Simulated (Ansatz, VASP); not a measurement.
**Two plane-wave programs on MgO**

```
CELL_PARAMETERS angstrom
0.00000 2.10700 2.10700
2.10700 0.00000 2.10700
2.10700 2.10700 0.00000
ATOMIC_POSITIONS crystal
Mg 0.00000 0.00000 0.00000
O 0.50000 0.50000 0.50000
```

Alike in both runs: task single point; functional PBEsol; k mesh 8 × 8 × 8; occupations gaussian, width 0.02 eV; no spin polarisation.

```csv
,VASP,Ansatz
version,VASP 6.6.1,Ansatz 0.2.0
potentials or method,"VASP PAW PBE potentials, release 64 (Mg, O), cutoff 600 eV","scalar-relativistic, plane waves, PAW"
valence electrons in the cell,8,16
```

|  | VASP | Ansatz | Ansatz less VASP |
| --- | --- | --- | --- |
| gap on the k mesh at the Fermi level (eV) | 4.62 | 4.62 | -0.002 |
| least direct gap on the mesh (eV) | 4.62 | 4.62 | -0.002 |
| pressure (GPa) | -0.7 | 0.0 | +0.72 |

VASP's potentials were made for PBE, not for PBEsol. The functional is the same, so the differences come from potentials, cutoffs and numerics. VASP's potentials hold 8 valence electrons a cell and Ansatz's 16, so a difference there can come from the potentials and not from the codes.
